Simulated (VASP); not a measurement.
# Cd (Im-3m) in VASP: notebook

Cd is run at these levels: PBE, HSE06; tasks: relaxation of cell and atoms, single point.

Program: VASP 6.6.1. These are calculated values, not measurements. Logs are shortened: lines on timing, memory, paths and dates and some standing lists are left out, and cuts for length are marked.

## (1) The cell of the first run

Symmetry: Im-3m, No. 229, cubic system. The conventional cell has a = 3.508 Å, b = 3.508 Å, c = 3.508 Å, α = 90.00°, β = 90.00°, γ = 90.00°. Cd (site symmetry m-3m) has 14 Cd at 3.04 to 3.51 Å within 4.0 Å.

## (2) Relaxation of cell and atoms, PBE

Input file INCAR:

```
PREC     = Accurate       # precision mode
ENCUT    = 600            # plane-wave cutoff, eV
EDIFF    = 1E-6           # SCF threshold, eV
ISMEAR   = -1             # smearing method
SIGMA    = 0.1            # smearing width, eV
LREAL    = F              # projectors in reciprocal space
LASPH    = T              # aspherical terms in the spheres
NELM     = 60             # most SCF steps
ALGO     = Normal         # electronic algorithm
ISIF     = 3              # what is computed and relaxed
LWAVE    = F              # write WAVECAR
LCHARG   = F              # write CHGCAR
GGA      = PE             # functional
IBRION   = 2              # ionic algorithm
NSW      = 80             # ionic steps
EDIFFG   = -0.01          # ionic threshold
```

Input file KPOINTS:

```
Automatic mesh
0
Gamma
  13 13 13
```

Input file POSCAR:

```
Cd
1.0
   -1.7540139848      1.7540139848      1.7540139848
    1.7540139848     -1.7540139848      1.7540139848
    1.7540139848      1.7540139848     -1.7540139848
Cd
1
Direct
    0.0000000000      0.0000000000      0.0000000000
```

Potentials or basis: VASP PAW PBE potentials, release 64 (Cd).

The run is started by

```bash
$ cat potpaw_PBE.64/Cd/POTCAR > POTCAR
$ mpirun -np 1 vasp_std > vasp.out
```

OUTCAR:

```text
PREC = Accurate
   ENCUT = 600
   EDIFF = 1E-6
   ISMEAR = -1
   LREAL = F
   LASPH = T
   NELM = 60
   ISIF = 3
   GGA = PE
   IBRION = 2
   NSW = 80
   EDIFFG = -0.01

 ion  position               nearest neighbor table
   1  0.000  0.000  0.000-

  LATTYP: Found a body centered cubic cell.
 ALAT       =     3.5080279696

  Lattice vectors:

 A1 = (  -1.7540139848,   1.7540139848,   1.7540139848)
 A2 = (   1.7540139848,  -1.7540139848,   1.7540139848)
 A3 = (   1.7540139848,   1.7540139848,  -1.7540139848)

Analysis of symmetry for initial positions (statically):
=====================================================================
 Subroutine PRICEL returns:
 Original cell was already a primitive cell.

 Routine SETGRP: Setting up the symmetry group for a
 body centered cubic supercell.

 Subroutine GETGRP returns: Found 48 space group operations
 (whereof 48 operations were pure point group operations)
 out of a pool of 48 trial point group operations.

The static configuration has the point symmetry O_h .

Analysis of symmetry for dynamics (positions and initial velocities):
=====================================================================
 Subroutine PRICEL returns:
 Original cell was already a primitive cell.

 Routine SETGRP: Setting up the symmetry group for a
 body centered cubic supercell.

 Subroutine GETGRP returns: Found 48 space group operations
 (whereof 48 operations were pure point group operations)
 out of a pool of 48 trial point group operations.

The dynamic configuration has the point symmetry O_h .

 Subroutine INISYM returns: Found 48 space group operations
 (whereof 48 operations are pure point group operations),
 and found     1 'primitive' translations

----------------------------------------------------------------------------------------

                                     Primitive cell

  volume of cell :      21.5854

  direct lattice vectors                    reciprocal lattice vectors
    -1.754013985  1.754013985  1.754013985     0.000000000  0.285060441  0.285060441
     1.754013985 -1.754013985  1.754013985     0.285060441  0.000000000  0.285060441
     1.754013985  1.754013985 -1.754013985     0.285060441  0.285060441  0.000000000

  length of vectors
     3.038041339  3.038041339  3.038041339     0.403136342  0.403136342  0.403136342

  position of ions in fractional coordinates (direct lattice)
     0.000000000  0.000000000  0.000000000

  ion indices of the primitive-cell ions
   primitive index   ion index
                 1           1

----------------------------------------------------------------------------------------

 KPOINTS: Automatic mesh

Automatic generation of k-mesh.
 Grid dimensions read from file:
 generate k-points for:   13   13   13

 Generating k-lattice:

  Cartesian coordinates                     Fractional coordinates (reciprocal lattice)
     0.000000000  0.021927726  0.021927726     0.076923077  0.000000000  0.000000000
     0.021927726  0.000000000  0.021927726     0.000000000  0.076923077  0.000000000
     0.021927726  0.021927726  0.000000000     0.000000000  0.000000000  0.076923077

  Length of vectors
     0.031010488  0.031010488  0.031010488

  Shift w.r.t. Gamma in fractional coordinates (k-lattice)
     0.000000000  0.000000000  0.000000000

 Subroutine IBZKPT returns following result:
 ===========================================

 Found     84 irreducible k-points:

 Following reciprocal coordinates:
            Coordinates               Weight
  0.000000  0.000000  0.000000      1.000000
  0.076923  0.000000  0.000000     12.000000
  0.153846  0.000000  0.000000     12.000000
  0.230769  0.000000  0.000000     12.000000
  0.307692  0.000000  0.000000     12.000000
  0.384615  0.000000  0.000000     12.000000
[... 16 lines left out ...]
  0.153846  0.076923  0.076923     24.000000
  0.230769  0.076923  0.076923     24.000000
 [... further k-points ...]
   k-points           NKPTS =     84   k-points in BZ     NKDIM =     84   number of bands    NBANDS=     10
   number of dos      NEDOS =    301   number of ions     NIONS =      1
   total plane-waves  NPLWV =  13824
   dimension x,y,z NGX =    24 NGY =   24 NGZ =   24
   dimension x,y,z NGXF=    48 NGYF=   48 NGZF=   48
   ions per type =               1
   NGX,Y,Z   is equivalent  to a cutoff of  13.13, 13.13, 13.13 a.u.
   NGXF,Y,Z  is equivalent  to a cutoff of  26.27, 26.27, 26.27 a.u.
 SYSTEM =  unknown system
   PREC   = accura    normal or accurate (medium, high low for compatibility)
   ISTART =      0    job   : 0-new  1-cont  2-samecut
   ICHARG =      2    charge: 1-file 2-atom 10-const
   ISPIN  =      1    spin polarized calculation?
   LNONCOLLINEAR =      F non collinear calculations
   LSORBIT =      F    spin-orbit coupling
   LASPH  =      T    aspherical Exc in radial PAW
   ENCUT  =  600.0 eV  44.10 Ry    6.64 a.u.   6.07  6.07  6.07*2*pi/ulx,y,z
   NELM   =     60;   NELMIN=  2; NELMDL= -5     # of ELM steps
   EDIFF  = 0.1E-05   stopping-criterion for ELM
   LREAL  =      F    real-space projection
   EDIFFG = -.1E-01   stopping-criterion for IOM
   NSW    =     80    number of steps for IOM
   IBRION =      2    ionic relax: 0-MD 1-quasi-New 2-CG
   NFREE  =      1    steps in history (QN), initial steepest desc. (CG)
   ISIF   =      3    stress and relaxation
   ISYM   =      2    0-nonsym 1-usesym 2-fastsym
   POTIM  = 0.5000    time-step for ionic-motion
   TEBEG  =    0.0;   TEEND  =   0.0 temperature during run
   PSTRESS=    0.0 pullay stress
   NELECT =      12.0000    total number of electrons
   NUPDOWN=      -1.0000    fix difference up-down
   EMIN   =  10.00;   EMAX   =-10.00  energy-range for DOS
   EFERMI =   0.00;   METHOD = LEGACY
   ISMEAR =    -1;   SIGMA  =   0.10  broadening in eV -4-tet -1-fermi 0-gaus
   EFERMI_NEDOS =   21; number of points for ismear=-14 and -15
   IALGO  =     38    algorithm
   IMIX   =      4    mixing-type and parameters
     AMIX     =   0.40;   BMIX     =  1.00
     AMIX_MAG =   1.60;   BMIX_MAG =  1.00
  volume/ion in A,a.u.               =      21.59       145.67
  Fermi-wavevector in a.u.,A,eV,Ry     =   1.346115  2.543789 24.654109  1.812026
  Thomas-Fermi vector in A             =   2.473973
   LORBIT       =      0    0 simple, 1 ext, 2 COOP (PROOUT), +10 PAW based schemes
   GGA     = PE    functional components
   LHFCALC =     F    Hartree Fock is set to
   AEXX    =    0.0000 exact exchange contribution
   IVDW    =     0    specifies the selected vdW correction
   LEPSILON=     F    determine dielectric tensor
   LRPA    =     F    only Hartree local field effects (RPA)
 conjugate gradient relaxation of ions
 non-spin polarized calculation
  energy-cutoff  :      600.00
  volume of cell :       21.59
 maximum number of plane-waves:       733
   NGX = 13   NGY = 13   NGZ = 13

--------------------------------------- Ionic step        1  -------------------------------------------

 number of electron      11.9999993 magnetization

 Free energy of the ion-electron system (eV)
  ---------------------------------------------------
  ext. energy  EPLUGINS =         0.00000000
  ---------------------------------------------------
  free energy    TOTEN  =        -0.67635338 eV

  energy without entropy =       -0.66451917  energy(sigma->0) =       -0.67043627

------------------------ aborting loop because EDIFF is reached ----------------------------------------

  FORCE on cell =-STRESS in cart. coord.  units (eV):
  Direction    XX          YY          ZZ          XY          YZ          ZX
  --------------------------------------------------------------------------------------
  -------------------------------------------------------------------------------------
  Total        0.5430289      0.5430289      0.5430289      0.0000000      0.0000000      0.0000000
  in kB       40.3064362     40.3064362     40.3064362      0.0000000      0.0000000      0.0000000
  external PRESSURE =      40.3064362 kB  Pullay stress =       0.0000000 kB
[... 55 lines left out ...]
  energy  without entropy=       -0.6853615942  energy(sigma->0) =       -0.69145110

--------------------------------------- Ionic step        3  -------------------------------------------

 number of electron      12.0000006 magnetization

 Free energy of the ion-electron system (eV)
  ---------------------------------------------------
  ext. energy  EPLUGINS =         0.00000000
  ---------------------------------------------------
  free energy    TOTEN  =        -0.69760996 eV

  energy without entropy =       -0.68535666  energy(sigma->0) =       -0.69148331

 E-fermi :   2.3994     XC(G=0): -10.6130

 val. band max:        2.3666603625   @ k =   0.3846   0.0769   0.0769
 cond. band min:       2.5048362127   @ k =   0.3846   0.1538   0.0000
 fundamental gap:      0.1381758502
 Fermi energy:         2.3993594647

 k-point     1 :       0.0000    0.0000    0.0000
  band No.  band energies     occupation
      1      -6.6878      2.00000
      2      -6.6878      2.00000
      3      -6.6878      2.00000
      4      -6.1257      2.00000
      5      -6.1257      2.00000
      6      -5.9258      2.00000
      7      17.5969      0.00000
      8      17.5969      0.00000
      9      17.5969      0.00000
     10      17.8151      0.00000
[... 287 lines left out ...]
 k-point    24 :       0.2308    0.0769    0.0769
  band No.  band energies     occupation
      1      -6.8679      2.00000
      2      -6.8190      2.00000
      3      -6.2001      2.00000
      4      -6.1451      2.00000
      5      -6.1194      2.00000
      6      -2.9326      2.00000
      7       7.1637      0.00000
      8      10.5835      0.00000
      9      11.1725      0.00000
     10      18.2658      0.00000

 [... further k-points ...]

------------------------ aborting loop because EDIFF is reached ----------------------------------------

  FORCE on cell =-STRESS in cart. coord.  units (eV):
  Direction    XX          YY          ZZ          XY          YZ          ZX
  --------------------------------------------------------------------------------------
  -------------------------------------------------------------------------------------
  Total       -0.0012482     -0.0012482     -0.0012482     -0.0000000     -0.0000000      0.0000000
  in kB       -0.0852817     -0.0852817     -0.0852817     -0.0000000     -0.0000000      0.0000000
  external PRESSURE =      -0.0852817 kB  Pullay stress =       0.0000000 kB
[... 16 lines left out ...]
  FREE ENERGIE OF THE ION-ELECTRON SYSTEM (eV)
  ---------------------------------------------------
  free  energy   TOTEN  =        -0.6976099603 eV

  energy  without entropy=       -0.6853566552  energy(sigma->0) =       -0.69148331

 reached required accuracy - stopping structural energy minimisation
```

Wall time 62 s (1 thread of AMD EPYC 7R13, shared host); peak memory 0.13 GiB.

Results:

| Item | Value |
| --- | --- |
| Free energy | -0.6976 eV |
| Relaxed volume | 23.45 Å³/atom |
| Relaxed cell | a = 3.123 Å, b = 3.123 Å, c = 3.123 Å, α = 109.47°, β = 109.47°, γ = 109.47° |
| Space group after relaxing (to 0.05 Å) | Im-3m (No. 229) |
| Energy gained by relaxing | 21.3 meV/atom |
| Ionic steps | 3 |
| Pressure after relaxing | 0.0 GPa |
| Band gap on the k mesh | zero (band 6 reaches 4.90 eV, above the bottom of band 7 at 1.44 eV) |

The path:
| step | energy change (eV) | largest force (eV/Å) | pressure (GPa) | volume (Å³) |
| --- | --- | --- | --- | --- |
| 1 | 0.0000 | 0.0000 | 4.03 | 21.59 |
| 2 | -0.0212 | 0.0000 | 0.20 | 23.33 |
| 3 | -0.0213 | 0.0000 | -0.01 | 23.45 |

Final structure:
```
CELL_PARAMETERS angstrom
-1.80314 1.80314 1.80314
1.80314 -1.80314 1.80314
1.80314 1.80314 -1.80314
ATOMIC_POSITIONS crystal
Cd 0.00000 0.00000 0.00000
```

Levels at points of the mesh, in eV from the Fermi level:
```
           k point  band 2  band 3  band 4  band 5  band 6  band 7  band 8  band 9  band 10
(0.00, 0.00, 0.00)   -9.09   -9.09   -8.53   -8.53   -8.33   15.20   15.20   15.20    15.42
```

(Continued in part 2 of 2.)
